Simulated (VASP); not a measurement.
Runs of VASP 6.6.1 on GaP. The structure is that of space group Fm-3m (No. 225), or close to it. The cells are those of the table. 

| cell | gap on the mesh (eV) | pressure (GPa) |
| --- | --- | --- |
| a = 3.643 Å, angles 119.8, 119.8, 90.4°, 2 atoms | none | 0.2 |
| a = 3.650 Å, angles 60.0°, 2 atoms | none | -0.1 |
| a = 3.645 Å, angles 60.0°, 2 atoms | none | (a) |
| a = 3.599 Å, angles 61.7°, 2 atoms | none | 0.2 |

Alike in all rows: task single point; level PBE; potentials or basis VASP PAW PBE potentials, release 64 (Ga_d, P); no spin polarisation; k mesh 6 × 6 × 6; cutoff (eV) 500; smearing gaussian 0.2 eV.

Problem. Estimate the missing entries.

Solution. (a) 0.3.

Caveats: some runs use coarse meshes.

A k mesh can miss the band edges, and the runs leave out spin-orbit coupling on Ga.

A gap of «none» marks levels without a gap at the run's occupations.
